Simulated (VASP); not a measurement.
# Hg (P6/mmm) in VASP: single point with PBE

Aim: the single point of Hg with PBE.

Everything below comes from runs of VASP 6.6.1. Logs are shortened: lines on timing, memory, paths and dates and some standing lists are left out, and cuts for length are marked.

**1. The cell of the first run**

Symmetry: P6/mmm, No. 191, hexagonal system. Conventional cell: a = 5.578 Å, b = 5.578 Å, c = 3.281 Å, α = 90.00°, β = 90.00°, γ = 120.00°. Hg (site symmetry 6/mmm) has 14 Hg at 3.28 to 3.61 Å within 4.3 Å. Hg (site symmetry -6m2) has 11 Hg at 3.22 to 3.61 Å within 4.2 Å.

**2. Single point, PBE**

Input file POSCAR:

```
Hg
1.0
    5.5778801780      0.0000000000      0.0000000000
   -2.7889400890      4.8305859334      0.0000000000
    0.0000000000      0.0000000000      3.2814241044
Hg
3
Direct
    0.0000000000      0.0000000000      0.0000000000
    0.3333333333      0.6666666667      0.5000000000
    0.6666666667      0.3333333333      0.5000000000
```

Input file INCAR.step1:

```
SYSTEM = Hg
ALGO = Normal ; EDIFF = 1E-6
ENCUT = 520 ; GGA = PE
ISIF = 2 ; ISMEAR = -1
LASPH = .True. ; LCHARG = .True.
LREAL = .False. ; LWAVE = .False.
NBANDS = 25 ; NELM = 100
PREC = Accurate ; SIGMA = 0.05
```

Input file KPOINTS.step1:

```
k-points
0
Gamma
  7 7 10
  0 0 0
```

Input file INCAR.step2:

```
SYSTEM = Hg
ALGO = Normal ; EDIFF = 1E-6
ENCUT = 520 ; GGA = PE
ICHARG = 11 ; ISIF = 2
ISMEAR = -5 ; LASPH = .True.
LCHARG = .False. ; LORBIT = 11
LREAL = .False. ; LWAVE = .False.
NBANDS = 25 ; NEDOS = 2001
NELM = 100 ; PREC = Accurate
SIGMA = 0.05
```

Input file KPOINTS.step2:

```
k-points
0
Gamma
  11 11 15
  0 0 0
```

Potentials or basis: VASP PAW PBE potentials, release 64 (Hg).

Launch:

```console
> cat potpaw_PBE.64/Hg/POTCAR > POTCAR
> cp INCAR.step1 INCAR
> cp KPOINTS.step1 KPOINTS
> mpirun -np 1 vasp_std > vasp.out
> cp INCAR.step2 INCAR
> cp KPOINTS.step2 KPOINTS
> mpirun -np 1 vasp_std > vasp.out
```

OUTCAR:

```text
SYSTEM = Hg
   EDIFF = 1E-6
   ENCUT = 520
   GGA = PE
   ICHARG = 11
   ISIF = 2
   ISMEAR = -5
   LASPH = .True.
   LORBIT = 11
   LREAL = .False.
   NELM = 100
   PREC = Accurate

 ion  position               nearest neighbor table
   1  0.000  0.000  0.000-   2 3.61   3 3.61   2 3.61   3 3.61   2 3.61   2 3.61   3 3.61   3 3.61
                             3 3.61   3 3.61   2 3.61   2 3.61
   2  0.333  0.667  0.500-   3 3.22   3 3.22   3 3.22   1 3.61   1 3.61   1 3.61   1 3.61   1 3.61
                             1 3.61
   3  0.667  0.333  0.500-   2 3.22   2 3.22   2 3.22   1 3.61   1 3.61   1 3.61   1 3.61   1 3.61
                             1 3.61

  LATTYP: Found a hexagonal cell.
 ALAT       =     5.5778801780
 C/A-ratio  =     0.5882923261

  Lattice vectors:

 A1 = (   5.5778801780,   0.0000000000,   0.0000000000)
 A2 = (  -2.7889400890,   4.8305859334,   0.0000000000)
 A3 = (   0.0000000000,   0.0000000000,   3.2814241044)

Analysis of symmetry for initial positions (statically):
=====================================================================
 Subroutine PRICEL returns:
 Original cell was already a primitive cell.

 Routine SETGRP: Setting up the symmetry group for a
 hexagonal supercell.

 Subroutine GETGRP returns: Found 24 space group operations
 (whereof 24 operations were pure point group operations)
 out of a pool of 24 trial point group operations.

The static configuration has the point symmetry D_6h.

Analysis of symmetry for dynamics (positions and initial velocities):
=====================================================================
 Subroutine PRICEL returns:
 Original cell was already a primitive cell.

 Routine SETGRP: Setting up the symmetry group for a
 hexagonal supercell.

 Subroutine GETGRP returns: Found 24 space group operations
 (whereof 24 operations were pure point group operations)
 out of a pool of 24 trial point group operations.

The dynamic configuration has the point symmetry D_6h.

 Subroutine INISYM returns: Found 24 space group operations
 (whereof 24 operations are pure point group operations),
 and found     1 'primitive' translations

----------------------------------------------------------------------------------------

                                     Primitive cell

  volume of cell :      88.4161

  direct lattice vectors                    reciprocal lattice vectors
     5.577880178  0.000000000  0.000000000     0.179279577  0.103507112  0.000000000
[... 91 lines left out ...]
   LREAL  =      F    real-space projection
[... 7 lines left out ...]
   TEBEG  =    0.0;   TEEND  =   0.0 temperature during run
   PSTRESS=    0.0 pullay stress
   NELECT =      36.0000    total number of electrons
   NUPDOWN=      -1.0000    fix difference up-down
   EMIN   =  10.00;   EMAX   =-10.00  energy-range for DOS
   EFERMI =   0.00;   METHOD = LEGACY
   ISMEAR =    -5;   SIGMA  =   0.05  broadening in eV -4-tet -1-fermi 0-gaus
   EFERMI_NEDOS =   21; number of points for ismear=-14 and -15
   IALGO  =     38    algorithm
   IMIX   =      4    mixing-type and parameters
     AMIX     =   0.40;   BMIX     =  1.00
     AMIX_MAG =   1.60;   BMIX_MAG =  1.00
  volume/ion in A,a.u.               =      29.47       198.89
  Fermi-wavevector in a.u.,A,eV,Ry     =   1.213385  2.292965 20.031894  1.472303
  Thomas-Fermi vector in A             =   2.348839
   LORBIT       =     11    0 simple, 1 ext, 2 COOP (PROOUT), +10 PAW based schemes
   GGA     = PE    functional components
   LHFCALC =     F    Hartree Fock is set to
   AEXX    =    0.0000 exact exchange contribution
   IVDW    =     0    specifies the selected vdW correction
   LEPSILON=     F    determine dielectric tensor
   LRPA    =     F    only Hartree local field effects (RPA)
 non-spin polarized calculation
 Fermi weights with tetrahedron method with Bloechl corrections
  energy-cutoff  :      520.00
  volume of cell :       88.42
 maximum number of plane-waves:      2412
 NGX is ok and might be reduce to    42

 number of electron      35.9999998 magnetization

 Free energy of the ion-electron system (eV)
  ---------------------------------------------------
  ext. energy  EPLUGINS =         0.00000000
  ---------------------------------------------------
  free energy    TOTEN  =        -0.54266229 eV

  energy without entropy =       -0.54266229  energy(sigma->0) =       -0.54266229

 E-fermi :   1.3036     XC(G=0):  -9.6548

 val. band max:        1.3532767124   @ k =   0.0000   0.0000   0.3333
 cond. band min:       1.1777903280   @ k =   0.2727   0.0000   0.0000
 fundamental gap:     -0.1754863843
 Fermi energy:         1.3036267273

 k-point     1 :       0.0000    0.0000    0.0000
  band No.  band energies     occupation
      1      -6.2490      2.00000
      2      -5.8763      2.00000
      3      -5.5284      2.00000
      4      -5.3882      2.00000
      5      -5.2427      2.00000
      6      -5.2427      2.00000
[... 661 lines left out ...]
     24      10.8352      0.00000
     25      12.6827      0.00000

 [... further k-points ...]

------------------------ aborting loop because EDIFF is reached ----------------------------------------

  FORCE on cell =-STRESS in cart. coord.  units (eV):
  Direction    XX          YY          ZZ          XY          YZ          ZX
  --------------------------------------------------------------------------------------
  -------------------------------------------------------------------------------------
  Total        0.2838462      0.2838462      0.2827940      0.0000000      0.0000000      0.0000000
  in kB        5.1435417      5.1435417      5.1244756      0.0000000      0.0000000      0.0000000
  external PRESSURE =       5.1371863 kB  Pullay stress =       0.0000000 kB

 VOLUME and BASIS-vectors are now :
 -----------------------------------------------------------------------------
  energy-cutoff  :      520.00
  volume of cell :       88.42
      direct lattice vectors                 reciprocal lattice vectors
     5.577880178  0.000000000  0.000000000     0.179279577  0.103507112  0.000000000
    -2.788940089  4.830585933  0.000000000     0.000000000  0.207014224  0.000000000
     0.000000000  0.000000000  3.281424104     0.000000000  0.000000000  0.304745735

 POSITION                                       TOTAL-FORCE (eV/Angst)
 -----------------------------------------------------------------------------------
      0.00000      0.00000      0.00000        -0.000000     -0.000000      0.000000
     -0.00000      3.22039      1.64071        -0.000000      0.000000      0.000000
      2.78894      1.61020      1.64071         0.000000     -0.000000      0.000000
 -----------------------------------------------------------------------------------
    total drift:                                0.000000      0.000000     -0.000000

  FREE ENERGIE OF THE ION-ELECTRON SYSTEM (eV)
  ---------------------------------------------------
  free  energy   TOTEN  =        -0.5426622899 eV

  energy  without entropy=       -0.5426622899  energy(sigma->0) =       -0.54266229

 total charge

# of ion       s       p       d       tot
------------------------------------------
    1        0.965   0.102   9.346  10.412
    2        0.953   0.130   9.340  10.423
    3        0.953   0.130   9.340  10.423
--------------------------------------------------
tot          2.871   0.362  28.025  31.258
```

It took 4.1 min on 1 thread of Intel Xeon 8259CL, shared host; peak memory 0.35 GiB.

What came out:

```
Valence electrons inside the program's atomic spheres : Hg 10.41, 10.42 (each value once)
```

Levels at points of the mesh, in eV from the Fermi level:
| k point | band 15 | band 16 | band 17 | band 18 | band 19 | band 20 | band 21 | band 22 |
| --- | --- | --- | --- | --- | --- | --- | --- | --- |
| (0.00, 0.00, 0.00) | -5.76 | -5.76 | -1.60 | -1.26 | 1.78 | 1.78 | 1.85 | 1.85 |

Caveat: spin-orbit coupling is left out, which moves the levels of the heavy elements; tetrahedron occupations give inexact forces and stress in metals.
